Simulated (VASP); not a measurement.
# Ni: single point with revPBE

Crystal: Ni.

```
Ni
1.0
    -1.40754    1.40754    1.40754
     1.40754   -1.40754    1.40754
     1.40754    1.40754   -1.40754
Ni
1
Direct
  0.00000 0.00000 0.00000
```

- Program: VASP 6.6.1
- Task: single point
- Functional: revPBE
- Potentials or basis: VASP PAW PBE potentials, release 64 (Ni)
- Cutoff: 520 eV
- k mesh: 16 × 16 × 16
- Occupations: fermi-dirac, width 0.1 eV
- Spin: no spin polarisation
- Dipole correction: no
- Further INCAR settings: ALGO = Normal; EDIFF = 1e-06; NBANDS = 11

| Item | Value |
| --- | --- |
| Pressure | 0.1 GPa |
| Band gap on the k mesh | zero (band 5 reaches 9.30 eV, above the bottom of band 6 at 8.33 eV) |

Levels at points of the mesh, in eV from the Fermi level:
```
           k point  band 2  band 3  band 4  band 5  band 6  band 7  band 8  band 9
(0.00, 0.00, 0.00)   -1.83   -1.83   -1.83   -0.56   -0.56   26.18   26.18   26.18
(0.50, 0.00, 0.00)   -2.74   -0.60   -0.41    0.36    0.37    6.54   18.91   19.84
(0.50, 0.50, 0.50)   -3.81    0.15    0.15    0.15    9.73    9.73    9.73   15.51
```

Wall time 14 s on 1 thread of Intel Xeon 8259CL, on a shared host, peak memory 0.13 GiB.

Caveat: the PAW data sets were made with another functional, which shifts forces and pressure a little; the run has no spin polarisation, though such a crystal can be magnetic. Spin polarisation is off, so any magnetic state and its effect on volume and gap are missing.
